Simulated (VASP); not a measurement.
# Sn (Immm) in VASP: notebook

The runs below take Sn through single point, with LDA, PBEsol, PBE.

All numbers are computed with VASP 6.6.1; they aren't measurements. Logs are shortened: lines on timing, memory, paths and dates and some standing lists are left out, and cuts for length are marked.

## Step 1: The cell of the first run

The structure is orthorhombic, space group Immm (No. 71). The conventional cell has a = 3.430 Å, b = 3.527 Å, c = 4.645 Å, α = 90.00°, β = 90.00°, γ = 90.00°. Within 4.4 Å of Sn (site symmetry mmm) lie 12 Sn at 3.38 to 3.53 Å.

## Step 2: Single point, LDA (28.10 Å³/atom)

File INCAR:

```
  PREC = Accurate
  ENCUT = 520
  EDIFF = 1E-6
  ISMEAR = -1
  SIGMA = 0.05
  LREAL = F
  LASPH = T
  NELM = 100
  ALGO = Normal
  ISIF = 2
  LWAVE = F
  LCHARG = F
  NBANDS = 13
```

File KPOINTS:

```
Automatic mesh
0
Gamma
  11 11 11
```

File POSCAR:

```
Sn
1.0
   -1.7149511408      1.7636302181      2.3226479567
    1.7149511408     -1.7636302181      2.3226479567
    1.7149511408      1.7636302181     -2.3226479567
Sn
1
Direct
    0.0000000000      0.0000000000      0.0000000000
```

Potentials or basis: VASP PAW LDA potentials, release 64 (Sn_d).

Started as:

```bash
$ cat potpaw_LDA.64/Sn_d/POTCAR > POTCAR
$ mpirun -np 1 vasp_std > vasp.out
```

OUTCAR:

```text
PREC = Accurate
   ENCUT = 520
   EDIFF = 1E-6
   ISMEAR = -1
   LREAL = F
   LASPH = T
   NELM = 100
   ISIF = 2

 ion  position               nearest neighbor table
   1  0.000  0.000  0.000-

  LATTYP: Found a body centered orthorhombic cell.
 ALAT       =     3.4299022816
 B/A-ratio  =     1.0283851103
 C/A-ratio  =     1.3543522620

  Lattice vectors:

 A1 = (  -1.7149511408,   1.7636302181,   2.3226479567)
 A2 = (   1.7149511408,  -1.7636302181,   2.3226479567)
 A3 = (   1.7149511408,   1.7636302181,  -2.3226479567)

Analysis of symmetry for initial positions (statically):
=====================================================================
 Subroutine PRICEL returns:
 Original cell was already a primitive cell.

 Routine SETGRP: Setting up the symmetry group for a
 body centered orthorhombic supercell.

 Subroutine GETGRP returns: Found  8 space group operations
 (whereof  8 operations were pure point group operations)
 out of a pool of  8 trial point group operations.

The static configuration has the point symmetry D_2h.

Analysis of symmetry for dynamics (positions and initial velocities):
=====================================================================
 Subroutine PRICEL returns:
 Original cell was already a primitive cell.

 Routine SETGRP: Setting up the symmetry group for a
 body centered orthorhombic supercell.

 Subroutine GETGRP returns: Found  8 space group operations
 (whereof  8 operations were pure point group operations)
 out of a pool of  8 trial point group operations.

The dynamic configuration has the point symmetry D_2h.

 Subroutine INISYM returns: Found  8 space group operations
 (whereof  8 operations are pure point group operations),
 and found     1 'primitive' translations

----------------------------------------------------------------------------------------

                                     Primitive cell

  volume of cell :      28.0998

  direct lattice vectors                    reciprocal lattice vectors
    -1.714951141  1.763630218  2.322647957     0.000000000  0.283506143  0.215271539
     1.714951141 -1.763630218  2.322647957     0.291553496  0.000000000  0.215271539
     1.714951141  1.763630218 -2.322647957     0.291553496  0.283506143  0.000000000

  length of vectors
     3.383214816  3.383214816  3.383214816     0.355974112  0.362415889  0.406668383

  position of ions in fractional coordinates (direct lattice)
     0.000000000  0.000000000  0.000000000

  ion indices of the primitive-cell ions
   primitive index   ion index
                 1           1

----------------------------------------------------------------------------------------

 KPOINTS: Automatic mesh

Automatic generation of k-mesh.
 Grid dimensions read from file:
 generate k-points for:   11   11   11

 Generating k-lattice:

  Cartesian coordinates                     Fractional coordinates (reciprocal lattice)
     0.000000000  0.025773286  0.019570140     0.090909091  0.000000000  0.000000000
     0.026504863  0.000000000  0.019570140    -0.000000000  0.090909091  0.000000000
     0.026504863  0.025773286  0.000000000    -0.000000000  0.000000000  0.090909091

  Length of vectors
     0.032361283  0.032946899  0.036969853

  Shift w.r.t. Gamma in fractional coordinates (k-lattice)
     0.000000000  0.000000000  0.000000000

 Subroutine IBZKPT returns following result:
 ===========================================

 Found    216 irreducible k-points:

 Following reciprocal coordinates:
            Coordinates               Weight
  0.000000  0.000000  0.000000      1.000000
  0.090909  0.000000 -0.000000      4.000000
  0.181818  0.000000 -0.000000      4.000000
  0.272727  0.000000 -0.000000      4.000000
  0.363636  0.000000 -0.000000      4.000000
  0.454545  0.000000  0.000000      4.000000
[... 16 lines left out ...]
  0.454545  0.181818  0.000000      8.000000
 -0.454545  0.181818  0.000000      8.000000
 [... further k-points ...]
   k-points           NKPTS =    216   k-points in BZ     NKDIM =    216   number of bands    NBANDS=     13
   number of dos      NEDOS =    301   number of ions     NIONS =      1
   total plane-waves  NPLWV =  21952
   dimension x,y,z NGX =    28 NGY =   28 NGZ =   28
   dimension x,y,z NGXF=    56 NGYF=   56 NGZF=   56
   ions per type =               1
   NGX,Y,Z   is equivalent  to a cutoff of  13.76, 13.76, 13.76 a.u.
   NGXF,Y,Z  is equivalent  to a cutoff of  27.52, 27.52, 27.52 a.u.
 SYSTEM =  unknown system
   PREC   = accura    normal or accurate (medium, high low for compatibility)
   ISTART =      0    job   : 0-new  1-cont  2-samecut
   ICHARG =      2    charge: 1-file 2-atom 10-const
   ISPIN  =      1    spin polarized calculation?
   LNONCOLLINEAR =      F non collinear calculations
   LSORBIT =      F    spin-orbit coupling
   LASPH  =      T    aspherical Exc in radial PAW
   ENCUT  =  520.0 eV  38.22 Ry    6.18 a.u.   6.29  6.29  6.29*2*pi/ulx,y,z
   NELM   =    100;   NELMIN=  2; NELMDL= -5     # of ELM steps
   EDIFF  = 0.1E-05   stopping-criterion for ELM
   LREAL  =      F    real-space projection
   EDIFFG = 0.1E-04   stopping-criterion for IOM
   NSW    =      0    number of steps for IOM
   IBRION =     -1    ionic relax: 0-MD 1-quasi-New 2-CG
   NFREE  =      0    steps in history (QN), initial steepest desc. (CG)
   ISIF   =      2    stress and relaxation
   ISYM   =      2    0-nonsym 1-usesym 2-fastsym
   POTIM  = 0.5000    time-step for ionic-motion
   TEBEG  =    0.0;   TEEND  =   0.0 temperature during run
   PSTRESS=    0.0 pullay stress
   NELECT =      14.0000    total number of electrons
   NUPDOWN=      -1.0000    fix difference up-down
   EMIN   =  10.00;   EMAX   =-10.00  energy-range for DOS
   EFERMI =   0.00;   METHOD = LEGACY
   ISMEAR =    -1;   SIGMA  =   0.05  broadening in eV -4-tet -1-fermi 0-gaus
   EFERMI_NEDOS =   21; number of points for ismear=-14 and -15
   IALGO  =     38    algorithm
   IMIX   =      4    mixing-type and parameters
     AMIX     =   0.40;   BMIX     =  1.00
     AMIX_MAG =   1.60;   BMIX_MAG =  1.00
  volume/ion in A,a.u.               =      28.10       189.63
  Fermi-wavevector in a.u.,A,eV,Ry     =   1.297826  2.452536 22.917021  1.684354
  Thomas-Fermi vector in A             =   2.429194
   LORBIT       =      0    0 simple, 1 ext, 2 COOP (PROOUT), +10 PAW based schemes
   GGA     = CA    functional components
   LHFCALC =     F    Hartree Fock is set to
   AEXX    =    0.0000 exact exchange contribution
   IVDW    =     0    specifies the selected vdW correction
   LEPSILON=     F    determine dielectric tensor
   LRPA    =     F    only Hartree local field effects (RPA)
 non-spin polarized calculation
  energy-cutoff  :      520.00
  volume of cell :       28.10
 maximum number of plane-waves:       775
 NGX is ok and might be reduce to    28
   NGX = 13   NGY = 13   NGZ = 13

 number of electron      13.9999999 magnetization

 Free energy of the ion-electron system (eV)
  ---------------------------------------------------
  ext. energy  EPLUGINS =         0.00000000
  ---------------------------------------------------
  free energy    TOTEN  =        -4.41717396 eV

  energy without entropy =       -4.41368641  energy(sigma->0) =       -4.41543018

 E-fermi :   7.4668     XC(G=0): -10.4452

 val. band max:        7.4522768740   @ k =   0.1818   0.1818   0.1818
 cond. band min:       7.4840216074   @ k =  -0.1818   0.3636   0.0000
 fundamental gap:      0.0317447334
 Fermi energy:         7.4667726125

 k-point     1 :       0.0000    0.0000    0.0000
  band No.  band energies     occupation
      1     -13.9895      2.00000
      2     -13.9735      2.00000
      3     -13.9526      2.00000
      4     -13.9204      2.00000
      5     -13.8819      2.00000
      6      -3.4487      2.00000
      7      14.5413      0.00000
      8      14.6918      0.00000
      9      15.0980      0.00000
     10      18.2242      0.00000
     11      18.7889      0.00000
     12      19.2993      0.00000
     13      19.4623      0.00000

 k-point     2 :       0.0909    0.0000   -0.0000
  band No.  band energies     occupation
      1     -13.9854      2.00000
      2     -13.9675      2.00000
      3     -13.9512      2.00000
      4     -13.9186      2.00000
      5     -13.8828      2.00000
      6      -3.2869      2.00000
      7      12.9847      0.00000
      8      14.4935      0.00000
      9      14.7919      0.00000
     10      17.6031      0.00000
     11      19.3903      0.00000
     12      19.8642      0.00000
     13      20.8940      0.00000

 k-point     3 :       0.1818    0.0000   -0.0000
  band No.  band energies     occupation
      1     -13.9773      2.00000
      2     -13.9600      2.00000
      3     -13.9481      2.00000
      4     -13.9052      2.00000
      5     -13.8822      2.00000
      6      -2.8014      2.00000
      7      10.2543      0.00000
      8      14.1515      0.00000
      9      14.1807      0.00000
     10      17.2722      0.00000
     11      19.7725      0.00000
     12      19.7818      0.00000
     13      20.7023      0.00000
[... 305 lines left out ...]
 k-point    23 :       0.4545    0.1818    0.0000
  band No.  band energies     occupation
      1     -13.9835      2.00000
      2     -13.9415      2.00000
      3     -13.9216      2.00000
      4     -13.8660      2.00000
      5     -13.8352      2.00000
      6       1.0001      2.00000
      7       3.7061      2.00000
      8       9.3445      0.00000
      9      11.9615      0.00000
     10      15.2810      0.00000
     11      20.0144      0.00000
     12      21.3012      0.00000
     13      22.9575      0.00000

 k-point    24 :      -0.4545    0.1818    0.0000
  band No.  band energies     occupation
      1     -13.9897      2.00000
      2     -13.9469      2.00000
      3     -13.9170      2.00000
      4     -13.8752      2.00000
      5     -13.8330      2.00000
      6      -0.0159      2.00000
      7       5.1664      2.00000
      8       9.9664      0.00000
      9      11.6452      0.00000
     10      14.9975      0.00000
     11      20.0639      0.00000
     12      21.1118      0.00000
     13      22.5379      0.00000

 [... further k-points ...]

------------------------ aborting loop because EDIFF is reached ----------------------------------------

  FORCE on cell =-STRESS in cart. coord.  units (eV):
  Direction    XX          YY          ZZ          XY          YZ          ZX
  --------------------------------------------------------------------------------------
  -------------------------------------------------------------------------------------
  Total       -0.6003875     -0.8879835     -0.6524629      0.0000000      0.0000000      0.0000000
  in kB      -34.2325744    -50.6305686    -37.2017812      0.0000000      0.0000000      0.0000000
  external PRESSURE =     -40.6883081 kB  Pullay stress =       0.0000000 kB

 VOLUME and BASIS-vectors are now :
 -----------------------------------------------------------------------------
  energy-cutoff  :      520.00
  volume of cell :       28.10
      direct lattice vectors                 reciprocal lattice vectors
    -1.714951141  1.763630218  2.322647957     0.000000000  0.283506143  0.215271539
     1.714951141 -1.763630218  2.322647957     0.291553496  0.000000000  0.215271539
     1.714951141  1.763630218 -2.322647957     0.291553496  0.283506143  0.000000000

 POSITION                                       TOTAL-FORCE (eV/Angst)
 -----------------------------------------------------------------------------------
      0.00000      0.00000      0.00000         0.000000      0.000000     -0.000000
 -----------------------------------------------------------------------------------
    total drift:                               -0.000000     -0.000000     -0.000000

  FREE ENERGIE OF THE ION-ELECTRON SYSTEM (eV)
  ---------------------------------------------------
  free  energy   TOTEN  =        -4.4171739603 eV

  energy  without entropy=       -4.4136864057  energy(sigma->0) =       -4.41543018
```

It took 52 s on 1 thread of Intel Xeon Platinum 8259CL at 2.50GHz (Skylake/Cascade Lake), shared host; peak memory 0.19 GiB.

What came out:

- Free energy: -4.4172 eV
- Pressure: -4.1 GPa
- Band gap on the k mesh: zero (bands 7 and 8 overlap by 8.86 eV)

Stress tensor (GPa, compression positive):
```
-3.42  0.00  0.00
 0.00 -5.06  0.00
 0.00  0.00 -3.72
```

Levels at points of the mesh, in eV from the Fermi level:
```
           k point  band 3  band 4  band 5  band 6  band 7  band 8  band 9  band 10  band 11  band 12
(0.00, 0.00, 0.00)  -21.42  -21.39  -21.35  -10.92    7.07    7.23    7.63    10.76    11.32    11.83
```

Caveat: the cell stands under tension; spin-orbit coupling is left out, which moves the levels of the heavy elements.

## Step 3: Single point, PBEsol (28.10 Å³/atom)

File INCAR:

```
PREC     = Accurate       # precision mode
ENCUT    = 520            # plane-wave cutoff, eV
EDIFF    = 1E-7           # SCF threshold, eV
ISMEAR   = -1             # smearing method
SIGMA    = 0.05           # smearing width, eV
LREAL    = F              # projectors in reciprocal space
LASPH    = T              # aspherical terms in the spheres
NELM     = 60             # most SCF steps
ALGO     = Normal         # electronic algorithm
ISIF     = 2              # what is computed and relaxed
LWAVE    = F              # write WAVECAR
LCHARG   = T              # write CHGCAR
GGA      = PS             # functional
LELF     = T              # ELF
LVHAR    = T            
NBANDS   = 13             # bands
```

File KPOINTS:

```
regular mesh
0
Gamma
  11 11 11
```

POSCAR is that of step 2.

Potentials or basis: VASP PAW PBE potentials, release 64 (Sn_d).

Started as:

```bash
$ cat potpaw_PBE.64/Sn_d/POTCAR > POTCAR
$ mpirun -np 1 vasp_std > vasp.out
```

Run time: 59 s. Hardware: 1 thread of Intel Xeon Platinum 8259CL at 2.50GHz (Skylake/Cascade Lake), shared host; peak memory 0.21 GiB.

It converged, with:

* Free energy: -4.2243 eV
* Pressure: -2.9 GPa
* Band gap on the k mesh: zero (bands 7 and 8 overlap by 9.00 eV)

Stress tensor (GPa, compression positive):
```
-2.18  0.00  0.00
 0.00 -3.87  0.00
 0.00  0.00 -2.51
```

Levels at points of the mesh, in eV from the Fermi level:
```
           k point  band 5  band 6  band 7  band 8  band 9  band 10
(0.00, 0.00, 0.00)  -21.34  -10.91    7.18    7.33    7.74    10.66
```

Caveat: the PAW data sets were made with another functional, which shifts forces and pressure a little; spin-orbit coupling is left out, which moves the levels of the heavy elements.

(Continued in part 2 of 2.)
